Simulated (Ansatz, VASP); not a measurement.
## Two plane-wave programs on ZnCd2Se3

```
Zn Cd Se
1.0
     4.26014   -0.00070    0.00172
    -2.13071    3.68700   -0.00197
     0.00851   -0.00618   21.11666
Zn Cd Se
2 4 6
Direct
  0.33446 0.66903 0.66803
  0.66617 0.33243 0.16824
  0.32901 0.66527 0.00625
  0.33202 0.66561 0.33264
  0.67140 0.33259 0.50615
  0.66669 0.33548 0.83259
  0.33251 0.66557 0.13328
  0.33782 0.66557 0.45906
  0.33344 0.66836 0.78571
  0.66563 0.33242 0.28587
  0.66812 0.33548 0.63311
  0.66272 0.33219 0.95907
```

Change from the starting cell: cell x1, atoms moved at random (sigma 0.05 Å) and cell strained at random (1.5 %), then relaxed without symmetry.

Alike in both runs: functional PBE; k mesh 6 × 6 × 1; occupations gaussian, width 0.1 eV; no spin polarisation.

Ansatz relaxed the structure, and its values are those at the end. VASP's run is a single point on that final structure, the one shown.

|  | VASP | Ansatz |
| --- | --- | --- |
| version | VASP 6.6.1 | Ansatz 0.2.0 |
| potentials or method | VASP PAW PBE potentials, release 64 (Zn, Cd, Se), cutoff 520 eV | scalar-relativistic, plane waves, PAW |
| valence electrons in the cell | 108 | 200 |

Ansatz gave:

| Quantity | Value |
| --- | --- |
| gap on the k mesh at the Fermi level (eV) | 0.58 |
| least direct gap on the mesh (eV) | 0.58 |
| pressure (GPa) | 0.0 |
| rms of the force components (eV/Å) | 0.006 |

Problem. Estimate VASP's values.

Solution. gap on the k mesh at the Fermi level (eV): 0.57; least direct gap on the mesh (eV): 0.57; pressure (GPa): 0.3; rms of the force components (eV/Å): 0.009.

The functional is the same, so the differences come from potentials, cutoffs and numerics. VASP's potentials hold 108 valence electrons a cell and Ansatz's 200, so a difference there can come from the potentials and not from the codes.
